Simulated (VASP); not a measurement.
# TaSiO4 (P-43m) in VASP: single point with PBE

Aim: the single point of TaSiO4 with PBE.

Everything below comes from runs of VASP 6.6.1. Logs are shortened: lines on timing, memory, paths and dates and some standing lists are left out, and cuts for length are marked.

## Step 1: The cell of the first run

The structure is cubic, space group P-43m (No. 215). The conventional cell has a = 4.139 Å, b = 4.139 Å, c = 4.139 Å, α = 90.00°, β = 90.00°, γ = 90.00°. Ta (site symmetry -43m) has 4 O at 1.94 Å within 2.6 Å. Within 2.2 Å of Si (site symmetry -43m) lie 4 O at 1.64 Å. O (site symmetry 3m) has 1 Si at 1.64 Å and 1 Ta at 1.94 Å within 2.2 Å.

The cell was generated, and may not be a known phase.

## Step 2: Single point, PBE, collinear spin

Input file INCAR:

```
  PREC = Accurate
  ENCUT = 600
  EDIFF = 1E-6
  ISMEAR = 0
  SIGMA = 0.1
  LREAL = False
  LASPH = True
  NELM = 200
  ALGO = Normal
  ISIF = 2
  LWAVE = False
  LCHARG = False
  ISPIN = 2
  MAGMOM = 0.39 0 0 0 0 0
  LORBIT = 11
  LMAXMIX = 4
  GGA = PE
  NBANDS = 34
  GGA_COMPAT = False
```

Input file KPOINTS:

```
regular mesh
0
Gamma
  10 10 10
```

Input file POSCAR:

```
TaSiO4
1.0
    4.1392676490      0.0000000000      0.0000000000
    0.0000000000      4.1392676490      0.0000000000
    0.0000000000      0.0000000000      4.1392676490
Ta Si O
1 1 4
Direct
    0.0000000000      0.0000000000      0.0000000000
    0.5000000000      0.5000000000      0.5000000000
    0.2709269087      0.2709269087      0.2709269087
    0.7290730913      0.7290730913      0.2709269087
    0.7290730913      0.2709269087      0.7290730913
    0.2709269087      0.7290730913      0.7290730913
```

Potentials or basis: VASP PAW PBE potentials, release 64 (Ta_sv_GW, Si, O).

The run is started by

```bash
> cat potpaw_PBE.64/Ta_sv_GW/POTCAR potpaw_PBE.64/Si/POTCAR potpaw_PBE.64/O/POTCAR > POTCAR
> mpirun -np 1 vasp_std > vasp.out
```

OUTCAR:

```text
PREC = Accurate
   ENCUT = 600
   EDIFF = 1E-6
   ISMEAR = 0
   LREAL = False
   LASPH = True
   NELM = 200
   ISIF = 2
   ISPIN = 2
   LORBIT = 11
   GGA = PE

 ion  position               nearest neighbor table
   1  0.000  0.000  0.000-   3 1.94   4 1.94   5 1.94   6 1.94
   2  0.500  0.500  0.500-   3 1.64   4 1.64   5 1.64   6 1.64
   3  0.271  0.271  0.271-   2 1.64   1 1.94
   4  0.729  0.729  0.271-   2 1.64   1 1.94
   5  0.729  0.271  0.729-   2 1.64   1 1.94
   6  0.271  0.729  0.729-   2 1.64   1 1.94

  LATTYP: Found a simple cubic cell.
 ALAT       =     4.1392676490

  Lattice vectors:

 A1 = (   4.1392676490,   0.0000000000,   0.0000000000)
 A2 = (   0.0000000000,   4.1392676490,   0.0000000000)
 A3 = (   0.0000000000,   0.0000000000,   4.1392676490)

Analysis of symmetry for initial positions (statically):
=====================================================================
 Subroutine PRICEL returns:
 Original cell was already a primitive cell.

 Routine SETGRP: Setting up the symmetry group for a
 simple cubic supercell.

 Subroutine GETGRP returns: Found 24 space group operations
 (whereof 24 operations were pure point group operations)
 out of a pool of 48 trial point group operations.

The static configuration has the point symmetry T_d .

Analysis of symmetry for dynamics (positions and initial velocities):
=====================================================================
 Subroutine PRICEL returns:
 Original cell was already a primitive cell.

 Routine SETGRP: Setting up the symmetry group for a
 simple cubic supercell.

 Subroutine GETGRP returns: Found 24 space group operations
 (whereof 24 operations were pure point group operations)
 out of a pool of 48 trial point group operations.

The dynamic configuration has the point symmetry T_d .

Analysis of structural, dynamic, and magnetic symmetry:
=====================================================================
 Subroutine PRICEL returns:
 Original cell was already a primitive cell.

 Routine SETGRP: Setting up the symmetry group for a
 simple cubic supercell.

 Subroutine GETGRP returns: Found 24 space group operations
 (whereof 24 operations were pure point group operations)
 out of a pool of 48 trial point group operations.

The overall configuration has the point symmetry T_d .

 Subroutine INISYM returns: Found 24 space group operations
 (whereof 24 operations are pure point group operations),
 and found     1 'primitive' translations

----------------------------------------------------------------------------------------

                                     Primitive cell

  volume of cell :      70.9203

  direct lattice vectors                    reciprocal lattice vectors
     4.139267649  0.000000000  0.000000000     0.241588630  0.000000000  0.000000000
     0.000000000  4.139267649  0.000000000     0.000000000  0.241588630  0.000000000
     0.000000000  0.000000000  4.139267649     0.000000000  0.000000000  0.241588630

  length of vectors
     4.139267649  4.139267649  4.139267649     0.241588630  0.241588630  0.241588630

  position of ions in fractional coordinates (direct lattice)
     0.000000000  0.000000000  0.000000000
     0.500000000  0.500000000  0.500000000
     0.270926909  0.270926909  0.270926909
     0.729073091  0.729073091  0.270926909
     0.729073091  0.270926909  0.729073091
     0.270926909  0.729073091  0.729073091

  ion indices of the primitive-cell ions
   primitive index   ion index
                 1           1
                 2           2
                 3           3
                 4           4
                 5           5
                 6           6

----------------------------------------------------------------------------------------

 KPOINTS: regular mesh

Automatic generation of k-mesh.
 Grid dimensions read from file:
 generate k-points for:   10   10   10

 Generating k-lattice:

  Cartesian coordinates                     Fractional coordinates (reciprocal lattice)
     0.024158863  0.000000000  0.000000000     0.100000000  0.000000000  0.000000000
     0.000000000  0.024158863  0.000000000     0.000000000  0.100000000  0.000000000
     0.000000000  0.000000000  0.024158863     0.000000000  0.000000000  0.100000000

  Length of vectors
     0.024158863  0.024158863  0.024158863

  Shift w.r.t. Gamma in fractional coordinates (k-lattice)
     0.000000000  0.000000000  0.000000000

 Subroutine IBZKPT returns following result:
 ===========================================

 Found     56 irreducible k-points:

 Following reciprocal coordinates:
            Coordinates               Weight
  0.000000  0.000000  0.000000      1.000000
  0.100000  0.000000  0.000000      6.000000
  0.200000  0.000000  0.000000      6.000000
  0.300000  0.000000  0.000000      6.000000
  0.400000  0.000000  0.000000      6.000000
  0.500000  0.000000  0.000000      3.000000
[... 16 lines left out ...]
  0.200000  0.100000  0.100000     24.000000
  0.300000  0.100000  0.100000     24.000000
 [... further k-points ...]
   k-points           NKPTS =     56   k-points in BZ     NKDIM =     56   number of bands    NBANDS=     34
   number of dos      NEDOS =    301   number of ions     NIONS =      6
   total plane-waves  NPLWV =  46656
   dimension x,y,z NGX =    36 NGY =   36 NGZ =   36
   dimension x,y,z NGXF=    72 NGYF=   72 NGZF=   72
   ions per type =               1   1   4
   NGX,Y,Z   is equivalent  to a cutoff of  14.46, 14.46, 14.46 a.u.
   NGXF,Y,Z  is equivalent  to a cutoff of  28.92, 28.92, 28.92 a.u.
 SYSTEM =  unknown system
   PREC   = accura    normal or accurate (medium, high low for compatibility)
   ISTART =      0    job   : 0-new  1-cont  2-samecut
   ICHARG =      2    charge: 1-file 2-atom 10-const
   ISPIN  =      2    spin polarized calculation?
   LNONCOLLINEAR =      F non collinear calculations
   LSORBIT =      F    spin-orbit coupling
   LASPH  =      T    aspherical Exc in radial PAW
   ENCUT  =  600.0 eV  44.10 Ry    6.64 a.u.   8.27  8.27  8.27*2*pi/ulx,y,z
   NELM   =    200;   NELMIN=  2; NELMDL= -5     # of ELM steps
   EDIFF  = 0.1E-05   stopping-criterion for ELM
   LREAL  =      F    real-space projection
   EDIFFG = 0.1E-04   stopping-criterion for IOM
   NSW    =      0    number of steps for IOM
   IBRION =     -1    ionic relax: 0-MD 1-quasi-New 2-CG
   NFREE  =      0    steps in history (QN), initial steepest desc. (CG)
   ISIF   =      2    stress and relaxation
   ISYM   =      2    0-nonsym 1-usesym 2-fastsym
   POTIM  = 0.5000    time-step for ionic-motion
   TEBEG  =    0.0;   TEEND  =   0.0 temperature during run
   PSTRESS=    0.0 pullay stress
   NELECT =      41.0000    total number of electrons
   NUPDOWN=      -1.0000    fix difference up-down
   EMIN   =  10.00;   EMAX   =-10.00  energy-range for DOS
   EFERMI =   0.00;   METHOD = LEGACY
   ISMEAR =     0;   SIGMA  =   0.10  broadening in eV -4-tet -1-fermi 0-gaus
   EFERMI_NEDOS =   21; number of points for ismear=-14 and -15
   IALGO  =     38    algorithm
   IMIX   =      4    mixing-type and parameters
     AMIX     =   0.40;   BMIX     =  1.00
     AMIX_MAG =   1.60;   BMIX_MAG =  1.00
  volume/ion in A,a.u.               =      11.82        79.77
  Fermi-wavevector in a.u.,A,eV,Ry     =   1.363785  2.577180 25.305609  1.859910
  Thomas-Fermi vector in A             =   2.490158
   LORBIT       =     11    0 simple, 1 ext, 2 COOP (PROOUT), +10 PAW based schemes
   GGA     = PE    functional components
   LHFCALC =     F    Hartree Fock is set to
   AEXX    =    0.0000 exact exchange contribution
   IVDW    =     0    specifies the selected vdW correction
   LEPSILON=     F    determine dielectric tensor
   LRPA    =     F    only Hartree local field effects (RPA)
 spin polarized calculation
 Gauss-broadening in eV      SIGMA  =   0.10
  energy-cutoff  :      600.00
  volume of cell :       70.92
 maximum number of plane-waves:      2393
 NGX is ok and might be reduce to    36
   NGX = 17   NGY = 17   NGZ = 17

 number of electron      40.9999999 magnetization       0.9985414

 Free energy of the ion-electron system (eV)
  ---------------------------------------------------
  ext. energy  EPLUGINS =         0.00000000
  ---------------------------------------------------
  free energy    TOTEN  =       -53.17172050 eV

  energy without entropy =      -53.15987766  energy(sigma->0) =      -53.16579908

 E-fermi :   8.0777     XC(G=0): -10.8029

 val. band max:        8.0717061552   @ k =   0.4000   0.3000   0.3000
 cond. band min:       8.0788675436   @ k =   0.5000   0.4000   0.4000
 fundamental gap:      0.0071613884
 Fermi energy:         8.0777157907

 spin component 1

 k-point     1 :       0.0000    0.0000    0.0000
  band No.  band energies     occupation
      1     -63.0583      1.00000
      2     -29.6772      1.00000
      3     -29.6772      1.00000
      4     -29.6772      1.00000
      5     -15.0529      1.00000
      6     -13.0239      1.00000
[... 24 lines left out ...]
     31      19.0760      0.00000
     32      19.0760      0.00000

 k-point     2 :       0.1000    0.0000    0.0000
  band No.  band energies     occupation
      1     -63.0583      1.00000
      2     -29.6789      1.00000
      3     -29.6770      1.00000
      4     -29.6770      1.00000
      5     -15.0162      1.00000
      6     -13.0692      1.00000
[... 24 lines left out ...]
     31      19.0467      0.00000
     32      19.0693      0.00000
[... 733 lines left out ...]
     31      18.8484      0.00000
     32      18.9653      0.00000

 k-point    24 :       0.3000    0.1000    0.1000
  band No.  band energies     occupation
      1     -63.0581      1.00000
      2     -29.6884      1.00000
      3     -29.6774      1.00000
      4     -29.6772      1.00000
      5     -14.7040      1.00000
      6     -13.3686      1.00000
[... 24 lines left out ...]
     31      18.2040      0.00000
     32      18.8254      0.00000

 [... further k-points ...]

 spin component 2

 k-point     1 :       0.0000    0.0000    0.0000
  band No.  band energies     occupation
      1     -62.6991      1.00000
      2     -29.1854      1.00000
      3     -29.1854      1.00000
      4     -29.1854      1.00000
      5     -15.0149      1.00000
      6     -13.0046      1.00000
[... 24 lines left out ...]
     31      19.1579      0.00000
     32      19.1579      0.00000

 k-point     2 :       0.1000    0.0000    0.0000
  band No.  band energies     occupation
      1     -62.6991      1.00000
      2     -29.1871      1.00000
      3     -29.1852      1.00000
      4     -29.1852      1.00000
      5     -14.9783      1.00000
      6     -13.0495      1.00000
[... 24 lines left out ...]
     31      19.1348      0.00000
     32      19.1497      0.00000
[... 733 lines left out ...]
     31      19.0140      0.00000
     32      19.0591      0.00000

 k-point    24 :       0.3000    0.1000    0.1000
  band No.  band energies     occupation
      1     -62.6989      1.00000
      2     -29.1967      1.00000
      3     -29.1855      1.00000
      4     -29.1854      1.00000
      5     -14.6680      1.00000
      6     -13.3461      1.00000
[... 24 lines left out ...]
     31      18.4923      0.00000
     32      18.9577      0.00000

 [... further k-points ...]

 [bands above 32 left out]

------------------------ aborting loop because EDIFF is reached ----------------------------------------

  FORCE on cell =-STRESS in cart. coord.  units (eV):
  Direction    XX          YY          ZZ          XY          YZ          ZX
  --------------------------------------------------------------------------------------
  -------------------------------------------------------------------------------------
  Total       -0.0361571     -0.0361571     -0.0361571      0.0000000     -0.0000000      0.0000000
  in kB       -0.8168340     -0.8168340     -0.8168340      0.0000000     -0.0000000      0.0000000
  external PRESSURE =      -0.8168340 kB  Pullay stress =       0.0000000 kB

 VOLUME and BASIS-vectors are now :
 -----------------------------------------------------------------------------
  energy-cutoff  :      600.00
  volume of cell :       70.92
      direct lattice vectors                 reciprocal lattice vectors
     4.139267649  0.000000000  0.000000000     0.241588630  0.000000000  0.000000000
     0.000000000  4.139267649  0.000000000     0.000000000  0.241588630  0.000000000
     0.000000000  0.000000000  4.139267649     0.000000000  0.000000000  0.241588630

 POSITION                                       TOTAL-FORCE (eV/Angst)
 -----------------------------------------------------------------------------------
      0.00000      0.00000      0.00000        -0.000000     -0.000000      0.000000
      2.06963      2.06963      2.06963         0.000000     -0.000000     -0.000000
      1.12144      1.12144      1.12144        -0.004053     -0.004053     -0.004053
      3.01783      3.01783      1.12144         0.004053      0.004053     -0.004053
      3.01783      1.12144      3.01783         0.004053     -0.004053      0.004053
      1.12144      3.01783      3.01783        -0.004053      0.004053      0.004053
 -----------------------------------------------------------------------------------
    total drift:                               -0.000000     -0.000000     -0.000000

  FREE ENERGIE OF THE ION-ELECTRON SYSTEM (eV)
  ---------------------------------------------------
  free  energy   TOTEN  =       -53.1717205026 eV

  energy  without entropy=      -53.1598776557  energy(sigma->0) =      -53.16579908

 total charge

# of ion       s       p       d       f       tot
--------------------------------------------------
    1        3.018   6.054   2.257   0.157  11.486
    2        0.634   0.970   0.000   0.000   1.604
    3        1.551   3.588   0.000   0.000   5.139
    4        1.551   3.588   0.000   0.000   5.139
    5        1.551   3.588   0.000   0.000   5.139
    6        1.551   3.588   0.000   0.000   5.139
--------------------------------------------------
tot          9.857  21.375   2.257   0.157  33.647

 magnetization (x)

# of ion       s       p       d       f       tot
--------------------------------------------------
    1        0.009   0.002   0.701   0.001   0.713
    2        0.003   0.019   0.000   0.000   0.023
    3        0.000  -0.003   0.000   0.000  -0.002
    4        0.000  -0.003   0.000   0.000  -0.002
    5        0.000  -0.003   0.000   0.000  -0.002
    6        0.000  -0.003   0.000   0.000  -0.002
--------------------------------------------------
tot          0.015   0.011   0.701   0.001   0.728
```

It took 3.3 min on 1 thread of Intel Xeon Platinum 8488C (Sapphire Rapids), shared host; peak memory 0.41 GiB.

Results:

```
Free energy                                           : -53.1717 eV
Pressure                                              : -0.1 GPa
Largest force                                         : 0.007 eV/Å
Band gap on the k mesh                                : zero (filled and empty bands overlap)
Net moment                                            : 1.00 μB per cell
Site moments                                          : Ta +0.71; Si +0.02; O -0.00 μB
Valence electrons inside the program's atomic spheres : Ta 11.49; Si 1.60; O 5.14
```

Forces on the atoms (eV/Å):
```
Ta   0.000  0.000  0.000
Si   0.000  0.000  0.000
O   -0.004 -0.004 -0.004
O    0.004  0.004 -0.004
O    0.004 -0.004  0.004
O   -0.004  0.004  0.004
```

Levels at points of the mesh, in eV from the Fermi level:
Spin up:
```csv
k point,band 19,band 20,band 21,band 22,band 23,band 24
"(0.00, 0.00, 0.00)",-5.30,-5.30,-0.16,-0.16,0.20,0.56
"(0.50, 0.00, 0.00)",-4.83,-4.83,-0.44,0.70,0.93,0.93
"(0.50, 0.50, 0.00)",-5.40,-5.23,-0.26,0.56,0.58,1.99
"(0.50, 0.50, 0.50)",-4.57,-4.57,0.04,0.04,2.46,2.46
```
Spin down:
```tsv
k point	band 16	band 17	band 18	band 19	band 20	band 21	band 22	band 23	band 24	band 25
(0.00, 0.00, 0.00)	-5.40	-5.40	-5.28	-5.28	-5.28	0.51	0.64	0.64	0.91	0.91
(0.50, 0.00, 0.00)	-6.76	-5.91	-5.91	-4.81	-4.81	0.41	1.26	1.26	1.45	1.49
(0.50, 0.50, 0.00)	-6.69	-5.42	-5.42	-5.21	-5.21	0.52	0.91	1.40	2.34	2.34
(0.50, 0.50, 0.50)	-5.65	-5.65	-4.55	-4.55	-4.55	0.89	0.89	2.81	2.81	2.81
```

Caveat: spin-orbit coupling is left out, which moves the levels of the heavy elements.
